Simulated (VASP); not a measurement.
NiO:

```
Ni O
1.0
     0.00000    2.10842    2.10842
     2.10842    0.00000    2.10842
     2.10842    2.10842    0.00000
Ni O
1 1
Cartesian
  0.0000 0.0000 0.0000
  2.1084 2.1084 2.1084
```

Base run:

| Property | Result |
| --- | --- |
| Program | VASP 6.6.1 |
| Functional | PBE |
| Potentials or basis | VASP PAW PBE potentials, release 64 (Ni, O) |
| Cutoff | 520 eV |
| k mesh | 14 × 14 × 14 |
| Occupations | gaussian, width 0.05 eV |
| Spin | no spin polarisation |

Its results: pressure -7.5 GPa.

Q: The run is repeated on the same cell with these changes: spin from no spin polarisation to collinear spin, ferromagnetic start; further incar settings from ALGO = Normal; EDIFF = 1e-06; NBANDS = 15 to ALGO = Normal; EDIFF = 1e-07; NBANDS = 19. What comes out?

A: Pressure -0.5 GPa; net moment 1.77 μB per cell; site moments Ni +1.46; O +0.27 μB.

Caveats: the cell stands under tension (at least some runs); a cell with one magnetic atom can't hold antiferromagnetic order, which such compounds often take (at least some runs).
